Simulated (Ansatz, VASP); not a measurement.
V in VASP and in Ansatz

The input INCAR:

```
ALGO     = Normal         # electronic algorithm
EDIFF    = 1E-6           # SCF threshold, eV
EDIFFG   = -0.005         # ionic threshold
ENCUT    = 600            # plane-wave cutoff, eV
GGA      = PE             # functional
IBRION   = 2              # ionic algorithm
ISIF     = 3              # what is computed and relaxed
ISMEAR   = 1              # smearing method
ISPIN    = 2              # spin polarisation
LASPH    = True           # aspherical terms in the spheres
LCHARG   = False          # write CHGCAR
LMAXMIX  = 4              # l up to which the mixer works
LORBIT   = 11             # projections on sites
LREAL    = False          # projectors in reciprocal space
LWAVE    = False          # write WAVECAR
MAGMOM   = 1.5            # initial moments
NELM     = 150            # most SCF steps
NSW      = 100            # ionic steps
PREC     = Accurate       # precision mode
SIGMA    = 0.05           # smearing width, eV
```

Contents of KPOINTS:

```
k-points
0
Gamma
  15 15 15
```

File POSCAR:

```
V
1.0
    0.0000000000      1.9442426514      1.9442426514
    1.9442426514      0.0000000000      1.9442426514
    1.9442426514      1.9442426514      0.0000000000
V
1
Direct
    0.0000000000      0.0000000000      0.0000000000
```

Input for Ansatz:

```yaml
crystal:
  lattice:
    - [0.0, 1.9442426514, 1.9442426514]
    - [1.9442426514, 0.0, 1.9442426514]
    - [1.9442426514, 1.9442426514, 0.0]
  atoms:
    - { symbol: V, position: [0.0, 0.0, 0.0], spin: 1.5 }
magnetization:
  spin_polarized: true
kpoints:
  mp_grid: { grid: [15, 15, 15] }
scf:
  occupations: { method: cold, width: 0.05 }
hamiltonian:
  xc: pbe
  pseudopotentials: { kind: paw }
output:
  forces: true
  stress: true
  efg: { contact_densities: true }
relax:
  f_tol: 0.005
  max_steps: 80
  cell: {}
```

Alike in both runs: task relaxation of cell and atoms; functional PBE; k mesh 15 × 15 × 15; collinear spin.

|  | VASP | Ansatz |
| --- | --- | --- |
| version | VASP 6.6.1 | Ansatz 0.2.0 |
| potentials or method | VASP PAW PBE potentials, release 64 (V_sv) | PAW with Ansatz's default frozen-core files, scalar-relativistic |
| plane-wave cutoff (eV) | 600 | 420 |
| occupations | methfessel-paxton of order 1, width 0.05 eV | cold, width 0.05 eV |
| valence electrons in the cell | 13 | 13 |

```tsv
	VASP	Ansatz	Ansatz less VASP
net moment per atom (μB)	0.00	0.00	0.000
relaxed volume (Å³/atom)	13.91	13.89	-0.018
relaxed length of the cell vector where the two differ most in proportion (Å)	2.699	2.698	-0.0011
```

Ansatz's warnings: seeded moment not kept.
